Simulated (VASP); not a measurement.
A run of VASP 6.6.1 is set up as follows.

File INCAR:

```
SYSTEM = C
PREC = Accurate ; ENCUT = 520
EDIFF = 1E-7 ; ISMEAR = 0
SIGMA = 0.15 ; LREAL = .False.
LASPH = .True. ; NELM = 80
ALGO = Normal ; ISIF = 2
LWAVE = .False. ; LCHARG = .False.
GGA = PS ; IVDW = 12
NBANDS = 16
```

Contents of KPOINTS:

```
regular mesh
0
Gamma
  21 21 8
  0 0 0
```

Contents of POSCAR:

```
C
1.0
    2.4088062319      0.0000000000      0.0000000000
   -1.2044031159      2.0860873896      0.0000000000
    0.0000000000      0.0000000000      6.8516084460
C
4
Direct
    0.0000000000      0.0000000000      0.0025000000
    0.0000000000      0.0000000000      0.5025000000
    0.3333333333      0.6666666667      0.0025000000
    0.6666666667      0.3333333333      0.5025000000
```

Potentials or basis: VASP PAW PBE potentials, release 64 (C).

The run is started by

```sh
$ cat potpaw_PBE.64/C/POTCAR > POTCAR
$ mpirun -np 1 vasp_std > vasp.out
```

Task: Predict the band gap on the k mesh.

Result: Zero (band 8 reaches 4.84 eV, above the bottom of band 9 at 4.82 eV).

Task: What does it give for the dispersion energy per atom?

Result: -0.107 eV.

Task: Estimate the pressure.

Result: 19.6 GPa.

Stress tensor (GPa, compression positive):
```
30.04  0.00  0.00
 0.00 30.04  0.00
 0.00  0.00 -1.31
```

Caveat: the PAW data sets were made with another functional, which shifts forces and pressure a little.
